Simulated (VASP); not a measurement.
A run of VASP 6.6.1:

Contents of INCAR:

```
PREC = Accurate ; ENCUT = 520
EDIFF = 1E-7 ; ISMEAR = 0
SIGMA = 0.1 ; LREAL = F
LASPH = T ; NELM = 60
ALGO = Normal ; ISIF = 2
LWAVE = F ; LCHARG = T
LDIPOL = T ; IDIPOL = 3
DIPOL = 0.5 0.5 0.328 ; GGA = PE
LELF = T ; LVHAR = T
LVACPOTAV = T ; NBANDS = 68
```

Contents of KPOINTS:

```
regular mesh
0
Gamma
  9 4 1
```

The input POSCAR:

```
Ti9O
1.0
    2.8319727881      0.0000000000      0.0000000000
    0.0000000000      7.9316622551      0.0000000000
    0.0000000000      0.0000000000     19.9268841162
Ti O
9 1
Direct
    0.0000000000      0.5000000000      0.2007338416
    0.5000000000      0.1666666667      0.2007338416
    0.5000000000      0.8333333333      0.2007338416
    0.0000000000      0.0000000000      0.3122110455
    0.5000000000      0.6684928875      0.3108725352
    0.5000000000      0.3315071125      0.3108725352
    0.0000000000      0.5000000000      0.4177589340
    0.5000000000      0.1666364294      0.4228902054
    0.5000000000      0.8333635706      0.4228902054
    0.5000000000      0.4999697627      0.4771699825
```

Potentials or basis: VASP PAW PBE potentials, release 64 (Ti_sv, O).

Launch:

```sh
$ cat potpaw_PBE.64/Ti_sv/POTCAR potpaw_PBE.64/O/POTCAR > POTCAR
$ mpirun -np 1 vasp_std > vasp.out
```

Hardware: 1 thread of AMD EPYC 9R45 96-Core Processor (Zen 5), with other jobs on the host.

How long does it take, and how much memory?

Run time: 18 min on 1 thread of AMD EPYC 9R45 96-Core Processor (Zen 5), on a shared host, peak memory 0.63 GiB. Counts: scf iterations 38, k points 15.
